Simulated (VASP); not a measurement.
Write the native input for VASP 6.6.1 that does the following.

```yaml
Task: single point
Functional: PBE
Potentials_or_basis: VASP PAW PBE potentials, release 64 (Be, Al, V_sv)
Cutoff: 520 eV
k_mesh: 4 × 4 × 4
Occupations: gaussian, width 0.1 eV
Spin: collinear spin, ferromagnetic start
Starting_moments: "[0.0, 0.0, 0.0, 0.0, 0.0, 0.0, 2.0] μB"
Dipole_correction: no
Further_INCAR_settings: ALGO = Fast; EDIFF = 1e-06; NBANDS = 27
```

The structure of Be3Al3V lies in POSCAR:

```
Be3Al3V
1.0
    4.4225622600      0.0000000000      0.0000000000
    0.0000000000      4.4225622600      0.0000000000
    0.0000000000      0.0000000000      4.4225622600
Be Al V
3 3 1
Direct
    0.0000000000      0.5000000000      0.5000000000
    0.5000000000      0.0000000000      0.5000000000
    0.5000000000      0.5000000000      0.0000000000
    0.5000000000      0.0000000000      0.0000000000
    0.0000000000      0.5000000000      0.0000000000
    0.0000000000      0.0000000000      0.5000000000
    0.0000000000      0.0000000000      0.0000000000
```

The cell was built from a structure type or drawn by symmetry, and may not be a known phase.

The input as run:

INCAR

```
  PREC = Accurate
  ENCUT = 520
  EDIFF = 1E-6
  ISMEAR = 0
  SIGMA = 0.1
  LREAL = False
  LASPH = True
  NELM = 150
  ALGO = Fast
  ISIF = 2
  LWAVE = False
  LCHARG = True
  ISPIN = 2
  MAGMOM = 0 0 0 0 0 0 2
  LORBIT = 11
  LMAXMIX = 4
  GGA = PE
  LELF = True
  LVHAR = True
  NBANDS = 27
```

KPOINTS

```
regular mesh
0
Gamma
  4 4 4
```

Potentials or basis: VASP PAW PBE potentials, release 64 (Be, Al, V_sv).

Command:

```bash
$ cat potpaw_PBE.64/Be/POTCAR potpaw_PBE.64/Al/POTCAR potpaw_PBE.64/V_sv/POTCAR > POTCAR
$ mpirun -np 1 vasp_std > vasp.out
```

It gave:

```
Pressure                                              : 34.5 GPa
Band gap on the k mesh                                : zero (filled and empty bands touch)
Net moment                                            : 0.00 μB per cell
Valence electrons inside the program's atomic spheres : Be 1.04; Al 0.99; V 12.26
```

Caveat: the cell stands under pressure.

Wall time 75 s on 1 thread of Intel Xeon 8259CL, with other jobs on the host, peak memory 0.26 GiB.
